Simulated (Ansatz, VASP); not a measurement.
**EuOs in VASP and in Ansatz**

Contents of INCAR:

```
SYSTEM = EuOs
  ALGO = Normal
  EDIFF = 1E-6
  ENCUT = 520
  GGA = PE
  ISIF = 2
  ISMEAR = 0
  ISPIN = 2
  LASPH = .TRUE.
  LCHARG = .TRUE.
  LELF = .TRUE.
  LMAXMIX = 6
  LORBIT = 11
  LREAL = .FALSE.
  LVHAR = .TRUE.
  LWAVE = .FALSE.
  MAGMOM = 7.02 0
  NBANDS = 24
  NELM = 150
  PREC = Accurate
  SIGMA = 0.05
```

KPOINTS

```
k-points
0
G
  10 10 10
  0 0 0
```

The input POSCAR:

```
EuOs
1.0
    3.5015741996      0.0000000000      0.0000000000
    0.0000000000      3.5015741996      0.0000000000
    0.0000000000      0.0000000000      3.5015741996
Eu Os
1 1
Direct
    0.0000000000      0.0000000000      0.0000000000
    0.5000000000      0.5000000000      0.5000000000
```

Input for Ansatz:

```yaml
crystal:
  lattice:
    - [3.5015741996, 0.0, 0.0]
    - [0.0, 3.5015741996, 0.0]
    - [0.0, 0.0, 3.5015741996]
  atoms:
    - { symbol: Eu, position: [0.0, 0.0, 0.0], spin: 7.02 }
    - { symbol: Os, position: [0.5, 0.5, 0.5] }
basis:
  ecutwfc: 420
  ecutrho_ratio: 4
kpoints:
  mp_grid: { grid: [10, 10, 10] }
hamiltonian:
  xc: pbe
scf:
  occupations: { method: gaussian, width: 0.05 }
output:
  forces: true
  stress: true
  eigenvalues: true
  populations: true
  write_density: true
  write_potential: true
  elf: true
  volumetric_format: npy
magnetization:
  spin_polarized: true
```

Alike in both runs: task single point; functional PBE; k mesh 10 × 10 × 10; occupations gaussian, width 0.05 eV; collinear spin.

```csv
,VASP,Ansatz
version,VASP 6.6.1,Ansatz 0.2.0
potentials or method,"VASP PAW PBE potentials, release 64 (Eu, Os), cutoff 520 eV","scalar-relativistic, plane waves, PAW"
valence electrons in the cell,25,33
```

Ansatz gave:

```
gap on the k mesh at the Fermi level (eV)                     : none
pressure (GPa)                                                : -3.6
net moment per atom (μB)                                      : 2.86
size of the moment on the site where the two differ most (μB) : 6.40
```

Q: What did VASP give for the same quantities?

A: gap on the k mesh at the Fermi level (eV): none; pressure (GPa): -3.5; net moment per atom (μB): 2.86; size of the moment on the site where the two differ most (μB): 6.27.

Site moments also hang on the region over which each program counts them. A gap of «none» marks a metal or a gap that the smearing closes. The functional is the same, so the differences come from potentials, cutoffs and numerics. VASP's potentials hold 25 valence electrons a cell and Ansatz's 33, so a difference there can come from the potentials and not from the codes. Ansatz's warnings: given moment on shells, stability check not made.

Spin-orbit coupling is off throughout.
